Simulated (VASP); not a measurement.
Write the native input for VASP 6.6.1 that does the following.

```yaml
Task: relaxation of shape and atoms at fixed volume
Functional: PBE
Potentials_or_basis: VASP PAW PBE potentials, release 64 (Ga_d, Se)
Cutoff: 500 eV
k_mesh: 12 × 12 × 2
Occupations: gaussian, width 0.02 eV
Spin: no spin polarisation
Dipole_correction: no
Further_INCAR_settings: ALGO = Normal; EDIFF = 1e-07; IBRION = 2; EDIFFG = -0.01; NSW = 50; ISIF = 4
```

The structure of GaSe lies in POSCAR:

```
GaSe
1.0
    3.8528458912      0.0000000000      0.0000000000
   -1.9264229456      3.3366624187      0.0000000000
    0.0000000000      0.0000000000     18.3934838271
Ga Se
4 4
Direct
    0.3333333333      0.6666666667      0.1822318036
    0.6666666667      0.3333333333      0.6822318036
    0.3333333333      0.6666666667      0.3177681964
    0.6666666667      0.3333333333      0.8177681964
    0.3333333333      0.6666666667      0.6178939499
    0.6666666667      0.3333333333      0.1178939499
    0.3333333333      0.6666666667      0.8821060501
    0.6666666667      0.3333333333      0.3821060501
```

One way to write it, as run:

INCAR

```
  PREC = Accurate
  ENCUT = 500
  EDIFF = 1E-7
  ISMEAR = 0
  SIGMA = 0.02
  LREAL = False
  LASPH = True
  NELM = 120
  ALGO = Normal
  ISIF = 4
  LWAVE = False
  LCHARG = False
  GGA = PE
  IBRION = 2
  NSW = 50
  EDIFFG = -0.01
  GGA_COMPAT = False
  NELMIN = 4
```

KPOINTS

```
regular mesh
0
Gamma
  12 12 2
```

Potentials or basis: VASP PAW PBE potentials, release 64 (Ga_d, Se).

The run is started by

```sh
$ cat potpaw_PBE.64/Ga_d/POTCAR potpaw_PBE.64/Se/POTCAR > POTCAR
$ mpirun -np 1 vasp_std > vasp.out
```

It gave:

```json
{
  "Energy gained by relaxing": "2.8 meV/atom",
  "Ionic steps": "11",
  "Pressure after relaxing": "-0.1 GPa",
  "Band gap on the k mesh": "1.40 eV (least direct gap 1.44 eV)"
}
```

Caveat: this functional lacks dispersion, which binds layers or chains, so the pressure and a relaxed spacing across them are unreliable.

It took 60 min on 1 thread of Oxide Virtual Turin-like Processor (shared host), peak memory 0.49 GiB.
